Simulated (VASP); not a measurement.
AlP: single point with r2SCAN

Crystal: AlP.

```
CELL_PARAMETERS angstrom
0.00000 2.73926 2.78418
2.73926 0.00000 2.78418
2.73926 2.73926 0.00000
ATOMIC_POSITIONS crystal
Al 0.00000 0.00000 0.00000
P 0.25000 0.25000 0.25000
```

This cell differs from its parent crystal: uniaxial z strain +1.6%.

| Quantity | Value |
| --- | --- |
| Program | VASP 6.6.1 |
| Task | single point |
| Functional | r2SCAN |
| Potentials or basis | VASP PAW PBE potentials, release 64 (Al, P) |
| Cutoff | 550 eV |
| k mesh | 8 × 8 × 8 |
| Occupations | gaussian, width 0.01 eV |
| Spin | no spin polarisation |
| Dipole correction | no |
| Further INCAR settings | ALGO = Normal; EDIFF = 1e-06; NBANDS = 11 |

| Property | Result |
| --- | --- |
| Pressure | -1.7 GPa |
| Band gap on the k mesh | 1.90 eV (least direct gap 3.73 eV) |

Stress tensor (GPa, compression positive):
```
-1.32  0.00  0.00
 0.00 -1.32  0.00
 0.00  0.00 -2.52
```

Levels at points of the mesh, in eV from the valence-band top:
```tsv
k point	band 1	band 2	band 3	band 4	band 5	band 6	band 7	band 8
(0.00, 0.00, 0.00)	-11.86	-0.08	0.00	0.00	3.73	4.90	4.90	4.92
(0.50, 0.00, 0.00)	-10.18	-5.58	-0.87	-0.74	3.18	5.12	5.26	8.84
(0.50, 0.50, 0.00)	-9.56	-5.44	-2.07	-2.07	1.99	2.92	11.75	11.75
(0.50, 0.00, 0.50)	-9.50	-5.33	-2.19	-2.19	1.90	2.77	11.55	11.82
```

Run time: 4 min on 1 thread of Intel Xeon 8259CL, with other jobs on the host, peak memory 0.18 GiB.

Caveat: the cell differs from its parent crystal (uniaxial z strain +1.6%); the PAW data sets were made with another functional, which shifts forces and pressure a little. A k mesh can miss the band edges.
